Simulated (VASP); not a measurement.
Runs of VASP 6.6.1 on BAs. The structure is that of space group F-43m (No. 216), or close to it. The cells are those of the table. 

| task | level | cell | cutoff (eV) | gap on the mesh (eV) | pressure (GPa) |
| --- | --- | --- | --- | --- | --- |
| relaxation of the atoms | r2SCAN | atoms relaxed from a = 3.359 Å, angles 60.0°, 2 atoms | 520 | 1.35 | 3.4 |
| relaxation of cell and atoms | r2SCAN | relaxed from a = 3.378 Å, angles 60.0°, 2 atoms | 600 | (b) | 0.0 |
| relaxation of cell and atoms | PBEsol | relaxed from a = 3.378 Å, angles 60.0°, 2 atoms | 600 | 1.08 | 0.1 |
| relaxation of the atoms | r2SCAN | atoms relaxed from a = 3.313 Å, angles 60.0°, 2 atoms | 520 | 1.31 | 10.5 |
| relaxation of the atoms | r2SCAN | atoms relaxed from a = 3.336 Å, angles 60.0°, 2 atoms | 520 | (a) | 6.7 |

Alike in all rows: potentials or basis VASP PAW PBE potentials, release 64 (B, As); no spin polarisation; k mesh 10 × 10 × 10; smearing fermi-dirac 0.02 eV.

Task: Estimate the missing entries.

Result: (a) 1.33; (b) 1.38.

Caveats: the PAW data sets were made with another functional, which shifts forces and pressure a little; the relaxation stopped at its first step, so nothing moved (at least some runs).

A k mesh can miss the band edges, and the runs leave out spin-orbit coupling on As.
